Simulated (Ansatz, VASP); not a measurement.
# AlN in VASP and in Ansatz

File INCAR:

```
SYSTEM = AlN
  PREC = Accurate
  ENCUT = 520
  EDIFF = 1E-6
  ISMEAR = 0
  SIGMA = 0.05
  LREAL = .FALSE.
  LASPH = .TRUE.
  NELM = 60
  ALGO = Normal
  ISIF = 2
  LWAVE = .FALSE.
  LCHARG = .TRUE.
  GGA = PE
  LELF = .TRUE.
  LVHAR = .TRUE.
  NBANDS = 26
```

File KPOINTS:

```
Automatic mesh
0
G
  8 8 8
  0 0 0
```

POSCAR

```
AlN
1.0
   -3.1302395627      0.0000000000      0.0000000000
    0.0000000000      5.4217339625      0.0000000000
    1.5651197814     -2.7108669813     -5.0179796546
Al N
4 4
Direct
    0.9993057094      0.3306829714      0.9986114187
    0.4989655731      0.8342549778      0.9979311463
    0.2496915457      0.9163277658      0.4993830915
    0.7485797368      0.4152768500      0.4971594735
    0.8026004472      0.1365034354      0.6052008943
    0.3141282703      0.6468919488      0.6282565407
    0.0583643587      0.7457808447      0.1167287175
    0.5583643588      0.2042812061      0.1167287175
```

Input for Ansatz:

```yaml
crystal:
  lattice:
    - [-3.1302395627, 0.0, 0.0]
    - [0.0, 5.4217339625, 0.0]
    - [1.5651197814, -2.7108669813, -5.0179796546]
  atoms:
    - { symbol: Al, position: [0.9993057094, 0.3306829714, 0.9986114187] }
    - { symbol: Al, position: [0.4989655731, 0.8342549778, 0.9979311463] }
    - { symbol: Al, position: [0.2496915457, 0.9163277658, 0.4993830915] }
    - { symbol: Al, position: [0.7485797368, 0.41527685, 0.4971594735] }
    - { symbol: "N", position: [0.8026004472, 0.1365034354, 0.6052008943] }
    - { symbol: "N", position: [0.3141282703, 0.6468919488, 0.6282565407] }
    - { symbol: "N", position: [0.0583643587, 0.7457808447, 0.1167287175] }
    - { symbol: "N", position: [0.5583643588, 0.2042812061, 0.1167287175] }
basis:
  ecutwfc: 420
kpoints:
  mp_grid: { grid: [8, 8, 8] }
hamiltonian:
  xc: pbe
scf:
  occupations: { method: gaussian, width: 0.05 }
output:
  forces: true
  stress: true
  eigenvalues: true
```

Change from the starting cell: mode 23 (707.6 1/cm) frozen in, largest displacement +0.113 Å.

Alike in both runs: task single point; functional PBE; k mesh 8 × 8 × 8; occupations gaussian, width 0.05 eV; no spin polarisation.

|  | VASP | Ansatz |
| --- | --- | --- |
| version | VASP 6.6.1 | Ansatz 0.2.0 |
| potentials or method | VASP PAW PBE potentials, release 64 (Al, N), cutoff 520 eV | scalar-relativistic, plane waves, PAW |
| valence electrons in the cell | 32 | 32 |

|  | VASP | Ansatz | Ansatz less VASP |
| --- | --- | --- | --- |
| gap on the k mesh at the Fermi level (eV) | 3.93 | 3.92 | -0.008 |
| least direct gap on the mesh (eV) | 3.93 | 3.92 | -0.008 |
| pressure (GPa) | 1.1 | 1.4 | +0.26 |
| traceless stress, the component that is largest in VASP (GPa) | -0.85 | -0.84 | +0.005 |
| rms of the force components (eV/Å) | 0.993 | 0.991 | -0.0025 |

Atom by atom the forces differ by 0.003 eV/Å (rms over components).
